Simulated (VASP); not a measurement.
# RbBr (Pm-3m) in VASP: notebook, part 2 of 2

VASP 6.6.1. Earlier steps stand in the parts before.

## 5. Relaxation of cell and atoms, LDA

This run uses another cell than the first one, of 35.12 Å³/atom, 1.125 times its volume.

The input, INCAR:

```
SYSTEM = RbBr
ALGO     = Normal         ! electronic algorithm
EDIFF    = 1E-6           ! SCF threshold, eV
EDIFFG   = -0.005         ! ionic threshold
ENCUT    = 600            ! plane-wave cutoff, eV
GGA      = CA             ! functional
IBRION   = 2              ! ionic algorithm
ISIF     = 3              ! what is computed and relaxed
ISMEAR   = 0              ! smearing method
LASPH    = .True.         ! aspherical terms in the spheres
LCHARG   = .False.        ! write CHGCAR
LREAL    = .False.        ! projectors in reciprocal space
LWAVE    = .False.        ! write WAVECAR
NELM     = 60             ! most SCF steps
NSW      = 100            ! ionic steps
PREC     = Accurate       ! precision mode
SIGMA    = 0.02           ! smearing width, eV
```

The input, KPOINTS:

```
k-points
0
Gamma
  6 6 6
  0 0 0
```

The input, POSCAR:

```
RbBr
1.0
    4.1260773000      0.0000000000      0.0000000000
    0.0000000000      4.1260773000      0.0000000000
    0.0000000000      0.0000000000      4.1260773000
Rb Br
1 1
Direct
    0.0000000000      0.0000000000      0.0000000000
    0.5000000000      0.5000000000      0.5000000000
```

Potentials or basis: VASP PAW LDA potentials, release 64 (Rb_sv, Br).

Command:

```
$ cat potpaw_LDA.64/Rb_sv/POTCAR potpaw_LDA.64/Br/POTCAR > POTCAR
$ mpirun -np 1 vasp_std > vasp.out
```

OUTCAR:

```text
SYSTEM = RbBr
   EDIFF = 1E-6
   EDIFFG = -0.005
   ENCUT = 600
   GGA = CA
   IBRION = 2
   ISIF = 3
   ISMEAR = 0
   LASPH = .True.
   LREAL = .False.
   NELM = 60
   NSW = 100
   PREC = Accurate

 ion  position               nearest neighbor table
   1  0.000  0.000  0.000-   2 3.57   2 3.57   2 3.57   2 3.57   2 3.57   2 3.57   2 3.57   2 3.57

   2  0.500  0.500  0.500-   1 3.57   1 3.57   1 3.57   1 3.57   1 3.57   1 3.57   1 3.57   1 3.57

  LATTYP: Found a simple cubic cell.
 ALAT       =     4.1260773000

  Lattice vectors:

 A1 = (   4.1260773000,   0.0000000000,   0.0000000000)
 A2 = (   0.0000000000,   4.1260773000,   0.0000000000)
 A3 = (   0.0000000000,   0.0000000000,   4.1260773000)

Analysis of symmetry for initial positions (statically):
=====================================================================
 Subroutine PRICEL returns:
 Original cell was already a primitive cell.

 Routine SETGRP: Setting up the symmetry group for a
 simple cubic supercell.

 Subroutine GETGRP returns: Found 48 space group operations
 (whereof 48 operations were pure point group operations)
 out of a pool of 48 trial point group operations.

The static configuration has the point symmetry O_h .

Analysis of symmetry for dynamics (positions and initial velocities):
=====================================================================
 Subroutine PRICEL returns:
 Original cell was already a primitive cell.

 Routine SETGRP: Setting up the symmetry group for a
 simple cubic supercell.

 Subroutine GETGRP returns: Found 48 space group operations
 (whereof 48 operations were pure point group operations)
 out of a pool of 48 trial point group operations.

The dynamic configuration has the point symmetry O_h .

 Subroutine INISYM returns: Found 48 space group operations
 (whereof 48 operations are pure point group operations),
 and found     1 'primitive' translations
[... 100 lines left out ...]
   PSTRESS=    0.0 pullay stress
   NELECT =      16.0000    total number of electrons
   NUPDOWN=      -1.0000    fix difference up-down
   EMIN   =  10.00;   EMAX   =-10.00  energy-range for DOS
   EFERMI =   0.00;   METHOD = LEGACY
   ISMEAR =     0;   SIGMA  =   0.02  broadening in eV -4-tet -1-fermi 0-gaus
   EFERMI_NEDOS =   21; number of points for ismear=-14 and -15
   IALGO  =     38    algorithm
   IMIX   =      4    mixing-type and parameters
     AMIX     =   0.40;   BMIX     =  1.00
     AMIX_MAG =   1.60;   BMIX_MAG =  1.00
  volume/ion in A,a.u.               =      35.12       237.02
  Fermi-wavevector in a.u.,A,eV,Ry     =   0.999795  1.889338 13.600238  0.999589
  Thomas-Fermi vector in A             =   2.132108
   LORBIT       =      0    0 simple, 1 ext, 2 COOP (PROOUT), +10 PAW based schemes
   GGA     = CA    functional components
   LHFCALC =     F    Hartree Fock is set to
   AEXX    =    0.0000 exact exchange contribution
   IVDW    =     0    specifies the selected vdW correction
   LEPSILON=     F    determine dielectric tensor
   LRPA    =     F    only Hartree local field effects (RPA)
 conjugate gradient relaxation of ions
 non-spin polarized calculation
 Gauss-broadening in eV      SIGMA  =   0.02
  energy-cutoff  :      600.00
  volume of cell :       70.24
 maximum number of plane-waves:      2364
 NGX is ok and might be reduce to    36
   NGX = 17   NGY = 17   NGZ = 17

--------------------------------------- Ionic step        1  -------------------------------------------

 number of electron      16.0000001 magnetization

 Free energy of the ion-electron system (eV)
  ---------------------------------------------------
  ext. energy  EPLUGINS =         0.00000000
  ---------------------------------------------------
  free energy    TOTEN  =        -6.66860823 eV

  energy without entropy =       -6.66860823  energy(sigma->0) =       -6.66860823

------------------------ aborting loop because EDIFF is reached ----------------------------------------

  FORCE on cell =-STRESS in cart. coord.  units (eV):
  Direction    XX          YY          ZZ          XY          YZ          ZX
  --------------------------------------------------------------------------------------
  -------------------------------------------------------------------------------------
  Total       -0.8471010     -0.8471010     -0.8471010      0.0000000     -0.0000000     -0.0000000
  in kB      -19.3211832    -19.3211832    -19.3211832      0.0000000     -0.0000000     -0.0000000
  external PRESSURE =     -19.3211832 kB  Pullay stress =       0.0000000 kB
[... 95 lines left out ...]
--------------------------------------- Ionic step        4  -------------------------------------------

 number of electron      15.9999999 magnetization

 Free energy of the ion-electron system (eV)
  ---------------------------------------------------
  ext. energy  EPLUGINS =         0.00000000
  ---------------------------------------------------
  free energy    TOTEN  =        -6.72003198 eV

  energy without entropy =       -6.72003198  energy(sigma->0) =       -6.72003198

 E-fermi :  -0.1388     XC(G=0):  -8.8909

 val. band max:       -0.2457623710   @ k =   0.5000   0.5000   0.0000
 cond. band min:       3.8687814971   @ k =   0.0000   0.0000   0.0000
 fundamental gap:      4.1145438681
 Fermi energy:        -0.1388200866

 k-point     1 :       0.0000    0.0000    0.0000
  band No.  band energies     occupation
      1     -25.0636      2.00000
      2     -13.1046      2.00000
      3      -9.0870      2.00000
      4      -9.0870      2.00000
      5      -9.0870      2.00000
      6      -0.4018      2.00000
      7      -0.4018      2.00000
      8      -0.4018      2.00000
      9       3.8688      0.00000
     10       4.8921      0.00000
     11       4.8921      0.00000
     12       9.8654      0.00000
[... 312 lines left out ...]
  FREE ENERGIE OF THE ION-ELECTRON SYSTEM (eV)
  ---------------------------------------------------
  free  energy   TOTEN  =        -6.7200319840 eV

  energy  without entropy=       -6.7200319840  energy(sigma->0) =       -6.72003198

 reached required accuracy - stopping structural energy minimisation
```

CONTCAR:

```text
RbBr
   1.00000000000000
     3.9713280946237899   -0.0000000000000000   -0.0000000000000000
     0.0000000000000000    3.9713280946237899   -0.0000000000000000
     0.0000000000000000   -0.0000000000000000    3.9713280946237899
  Rb              Br
     1     1
Direct
     0.0000000000000000    0.0000000000000000    0.0000000000000000
     0.5000000000000000    0.5000000000000000    0.5000000000000000

  0.00000000E+00  0.00000000E+00  0.00000000E+00
  0.00000000E+00  0.00000000E+00  0.00000000E+00
```

Wall time 42 s (1 thread of Intel Xeon Platinum 8488C (Sapphire Rapids), shared host); peak memory 0.19 GiB.

Results:

```
Free energy                            : -6.7200 eV
Relaxed volume                         : 31.32 Å³/atom
Relaxed cell                           : a = 3.971 Å, b = 3.971 Å, c = 3.971 Å, α = 90.00°, β = 90.00°, γ = 90.00°
Space group after relaxing (to 0.05 Å) : Pm-3m (No. 221)
Energy gained by relaxing              : 25.7 meV/atom
Ionic steps                            : 4
Pressure after relaxing                : 0.0 GPa
Band gap on the k mesh                 : 4.11 eV, indirect (least direct gap 4.27 eV)
```

The path:
| step | energy change (eV) | largest force (eV/Å) | pressure (GPa) | volume (Å³) |
| --- | --- | --- | --- | --- |
| 1 | 0.0000 | 0.0000 | -1.93 | 70.24 |
| 2 | -0.0399 | 0.0000 | -1.03 | 66.03 |
| 3 | -0.0513 | 0.0000 | -0.12 | 63.02 |
| 4 | -0.0514 | 0.0000 | 0.00 | 62.63 |

Final structure:
```
CELL_PARAMETERS angstrom
3.97133 0.00000 0.00000
0.00000 3.97133 0.00000
0.00000 0.00000 3.97133
ATOMIC_POSITIONS crystal
Rb 0.00000 0.00000 0.00000
Br 0.50000 0.50000 0.50000
```

A k mesh can miss the band edges.

## 6. The runs side by side

| task | cell | cutoff (eV) | gap on the mesh (eV) | pressure (GPa) | relaxed volume (Å³/atom) |
| --- | --- | --- | --- | --- | --- |
| single point | a = 3.968 Å, 2 atoms | 520 | 4.13 | 0.1 | - |
| relaxation of cell and atoms | relaxed from a = 3.968 Å, 2 atoms | 600 | 4.11 | 0.0 | 31.33 |
| relaxation of cell and atoms | relaxed from a = 4.126 Å, 2 atoms | 600 | 4.11 | 0.0 | 31.32 |

Alike in all rows: level LDA; potentials or basis VASP PAW LDA potentials, release 64 (Rb_sv, Br); no spin polarisation; k mesh 6 × 6 × 6; smearing gaussian 0.02 eV.

Absolute energies hang on the potentials; compare differences alone.
